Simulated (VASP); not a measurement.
Crystal: InSb3.

```
CELL_PARAMETERS angstrom
0.00000 3.86898 3.86898
3.86898 0.00000 3.86898
3.86898 3.86898 0.00000
ATOMIC_POSITIONS crystal
Sb 0.50000 0.50000 0.50000
Sb 0.75000 0.75000 0.75000
Sb 0.25000 0.25000 0.25000
In 0.00000 0.00000 0.00000
```

This cell differs from its parent crystal: volume scaled by 1.06.

Base run:

| Item | Value |
| --- | --- |
| Program | VASP 6.6.1 |
| Functional | PBEsol |
| Potentials or basis | VASP PAW PBE potentials, release 64 (Sb, In_d) |
| Cutoff | 520 eV |
| k mesh | 6 × 6 × 6 |
| Occupations | fermi-dirac, width 0.05 eV |
| Spin | no spin polarisation |

Its results: band gap on the k mesh zero (band 14 reaches 8.12 eV, above the bottom of band 15 at 4.91 eV); pressure -5.4 GPa.

Problem. After a change of settings the same cell gave: band gap on the k mesh zero (band 14 reaches 8.08 eV, above the bottom of band 15 at 4.91 eV); pressure -6.3 GPa. Which change was it?
A. functional from PBEsol to LDA; potentials or basis from VASP PAW PBE potentials, release 64 (Sb, In_d) to VASP PAW LDA potentials, release 64 (Sb, In_d)
B. functional from PBEsol to r2SCAN
C. functional from PBEsol to PBE

Solution. A.

Caveats: spin-orbit coupling is left out, which moves the levels of the heavy elements; the PAW data sets were made with another functional, which shifts forces and pressure a little (some runs).
